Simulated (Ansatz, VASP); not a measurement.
BiRu: VASP beside Ansatz

POSCAR

```
BiRu
1.0
    0.0000000000      3.0027995912      3.0027995912
    3.0027995912      0.0000000000      3.0027995912
    3.0027995912      3.0027995912      0.0000000000
Ru Bi
1 1
Direct
    0.0000000000      0.0000000000      0.0000000000
    0.2500000000      0.2500000000      0.2500000000
```

Contents of INCAR.step1:

```
  PREC = Accurate
  ENCUT = 520
  ISMEAR = 0
  SIGMA = 0.05
  LREAL = False
  LASPH = True
  NELM = 60
  NBANDS = 22
  GGA = PE
  ALGO = Normal
  EDIFF = 1E-4
  LWAVE = True
  LCHARG = False
```

Contents of INCAR.step2:

```
  PREC = Accurate
  ENCUT = 520
  EDIFF = 1E-6
  ISMEAR = 0
  SIGMA = 0.05
  LREAL = False
  LASPH = True
  NELM = 60
  ALGO = Normal
  ISIF = 2
  LWAVE = False
  LCHARG = True
  METAGGA = R2SCAN
  LMIXTAU = True
  LELF = True
  LVHAR = True
  NBANDS = 22
  ISTART = 1
```

KPOINTS

```
regular mesh
0
Gamma
  10 10 10
```

Input for Ansatz:

```yaml
crystal:
  lattice:
    - [0.0, 3.0027995912, 3.0027995912]
    - [3.0027995912, 0.0, 3.0027995912]
    - [3.0027995912, 3.0027995912, 0.0]
  atoms:
    - { symbol: Ru, position: [0.0, 0.0, 0.0] }
    - { symbol: Bi, position: [0.25, 0.25, 0.25] }
basis:
  ecutwfc: 500
  ecutrho_ratio: 4
kpoints:
  mp_grid: { grid: [10, 10, 10] }
hamiltonian:
  xc: r2scan
scf:
  occupations: { method: gaussian, width: 0.05 }
output:
  forces: true
  stress: true
  eigenvalues: true
```

Alike in both runs: task single point; functional r2SCAN; k mesh 10 × 10 × 10; occupations gaussian, width 0.05 eV; no spin polarisation.

|  | VASP | Ansatz |
| --- | --- | --- |
| version | VASP 6.6.1 | Ansatz 0.2.0 |
| potentials or method | VASP PAW PBE potentials, release 64 (Ru_pv, Bi_d), cutoff 520 eV | scalar-relativistic, plane waves, PAW |
| valence electrons in the cell | 29 | 31 |

VASP gave:

- gap on the k mesh at the Fermi level (eV): none
- pressure (GPa): 2.1

Q: Which values does Ansatz return?

A: gap on the k mesh at the Fermi level (eV): none; pressure (GPa): 1.8.

VASP's potentials were made for PBE, not for r2SCAN. A gap of «none» marks a metal or a gap that the smearing closes. VASP's potentials hold 29 valence electrons a cell and Ansatz's 31, so a difference there can come from the potentials and not from the codes.

Neither program's run includes spin-orbit coupling.
